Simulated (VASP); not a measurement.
Runs of VASP 6.6.1 on RbBr. It takes space group Fm-3m (No. 225, cubic). The conventional cell has a = 6.922 Å, b = 6.922 Å, c = 6.922 Å, α = 90.00°, β = 90.00°, γ = 90.00°. Rb (site symmetry m-3m) has 6 Br at 3.46 Å within 4.5 Å. Br (site symmetry m-3m) has 6 Rb at 3.46 Å within 4.5 Å. 

```csv
level,k mesh,grid for exact exchange (PRECFOCK),share of exact exchange,screening parameter,gap on the mesh (eV),pressure (GPa)
r2SCAN,4 × 4 × 4,-,-,-,4.89,0.0
PBE,4 × 4 × 4,-,-,-,4.29,0.6
PBE,6 × 6 × 6,-,-,-,4.29,0.6
PBE0,4 × 4 × 4,Normal,0.25,-,6.17,0.3
HSE06,4 × 4 × 4,Normal,0.25,0.2079 1/Å,(a),0.3
```

Alike in all rows: task single point; potentials or basis VASP PAW PBE potentials, release 64 (Rb_sv, Br); no spin polarisation; cell as given; cutoff (eV) 520; smearing gaussian 0.01 eV.

**Question.** Estimate the missing entries.

**Answer.** (a) 5.44.

Caveats: the PAW data sets were made with another functional, which shifts forces and pressure a little (at least some runs).

A k mesh can miss the band edges, and the runs leave out spin-orbit coupling on Br, Rb.
